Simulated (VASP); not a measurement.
Here is a VASP 6.6.1 calculation.

The input POSCAR:

```
MnS
1.0
    3.0990400000      0.0000000000      0.0000000000
    0.0000000000      3.0990400000      0.0000000000
    0.0000000000      0.0000000000      3.0990400000
Mn S
1 1
Direct
    0.5257440412      0.5107674881      0.4705682428
    0.0263876777      0.0127074813     -0.0295782823
```

Contents of INCAR.step1:

```
ALGO = Normal
EDIFF = 1E-4
ENCUT = 520
GGA = PE
ISMEAR = -1
ISPIN = 2
LASPH = True
LCHARG = False
LMAXMIX = 4
LREAL = False
LWAVE = True
MAGMOM = 5.2 0
NBANDS = 20
NELM = 150
PREC = Accurate
SIGMA = 0.01
```

INCAR.step2

```
ALGO = Normal
EDIFF = 1E-7
ENCUT = 520
ISIF = 2
ISMEAR = -1
ISPIN = 2
ISTART = 1
LASPH = True
LCHARG = False
LMAXMIX = 4
LMIXTAU = True
LORBIT = 11
LREAL = False
LWAVE = False
MAGMOM = 5.2 0
METAGGA = R2SCAN
NBANDS = 20
NELM = 150
PREC = Accurate
SIGMA = 0.01
```

File KPOINTS:

```
k-points
0
Gamma
  5 5 5
```

Potentials or basis: VASP PAW PBE potentials, release 64 (Mn_pv, S).

Run with:

```bash
$ cat potpaw_PBE.64/Mn_pv/POTCAR potpaw_PBE.64/S/POTCAR > POTCAR
$ cp INCAR.step1 INCAR
$ mpirun -np 1 vasp_std > vasp.out
$ cp INCAR.step2 INCAR
$ mpirun -np 1 vasp_std > vasp.out
```

Task: Predict the largest force.

Result: 0.013 eV/Å.

Task: What does it give for the site moments?

Result: Mn +4.19; S +0.04 μB.

Task: What does it give for the net moment?

Result: 4.42 μB per cell.

Stress tensor (GPa, compression positive):
```
8.30 0.00 0.01
0.00 7.05 0.00
0.01 0.00 7.05
```

Caveat: the k points lie up to 0.41 Å⁻¹ apart; the PAW data sets were made with another functional, which shifts forces and pressure a little; a cell with one magnetic atom can't hold antiferromagnetic order, which such compounds often take.
